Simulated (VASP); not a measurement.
# AgCl: single point with PBE

AgCl:

```
Ag Cl
1.0
     0.00000    2.99325    2.99325
     2.99325    0.00000    2.99325
     2.99325    2.99325    0.00000
Ag Cl
1 1
Cartesian
  0.0000 0.0000 0.0000
  1.4966 1.4966 1.4966
```

```yaml
Program: VASP 6.6.1
Task: single point
Functional: PBE
Potentials_or_basis: VASP PAW PBE potentials, release 64 (Ag, Cl)
Cutoff: 520 eV
k_mesh: 6 × 6 × 6
Occupations: gaussian, width 0.01 eV
Spin: no spin polarisation
```

```json
{
 "Pressure": "1.1 GPa",
 "Band gap on the k mesh": "1.25 eV, direct"
}
```

Levels at points of the mesh, in eV from the valence-band top:
```csv
k point,band 5,band 6,band 7,band 8,band 9,band 10,band 11,band 12,band 13,band 14
"(0.00, 0.00, 0.00)",-2.13,-2.13,0.00,0.00,0.00,1.25,8.09,8.09,8.09,12.63
"(0.50, 0.00, 0.00)",-2.06,-2.06,-1.97,-0.57,-0.57,3.75,6.70,8.44,8.44,11.94
"(0.50, 0.50, 0.00)",-2.08,-1.98,-1.73,-1.35,-1.35,4.81,5.43,8.70,10.67,10.67
```

Wall time 5.6 s on 1 thread of Intel(R) Xeon(R) 6975P-C (Granite Rapids), on a shared host, peak memory 0.17 GiB.
